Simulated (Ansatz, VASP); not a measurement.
## Ta: VASP beside Ansatz

```
Ta
1.0
     2.96696    0.00000    0.00000
    -1.48348    2.56946    0.00000
     0.00000    0.00000    4.80647
Ta
2
Direct
  0.33333 0.66667 0.25000
  0.66667 0.33333 0.75000
```

Change from the starting cell: shortest bond scaled by 1, crystal datasets.

Alike in both runs: task electric field gradients; functional LDA; k mesh 12 × 12 × 6; occupations fermi-dirac, width 0.05 eV; no spin polarisation.

```csv
,VASP,Ansatz
version,VASP 6.6.1,Ansatz 0.2.0
potentials or method,"VASP PAW LDA potentials, release 64 (Ta_pv), cutoff 520 eV","all-electron PAW with datasets made for the crystal, scalar-relativistic"
```

Ansatz gave:

```
pressure (GPa)                                                : -7.4
traceless stress, the component that is largest in VASP (GPa) : 7.12
size of Vzz on the site where it differs most (V/Å²)          : 2.1
```

Task: Estimate VASP's values.

Result: Pressure (GPa): -6.7; traceless stress, the component that is largest in VASP (GPa): 7.14; size of Vzz on the site where it differs most (V/Å²): 10.7.

LDA's correlation is that of Perdew and Zunger in VASP and of Perdew and Wang (1992) in Ansatz. Ansatz ran all-electron here, and VASP with PAW potentials.

Neither program's run includes spin-orbit coupling.
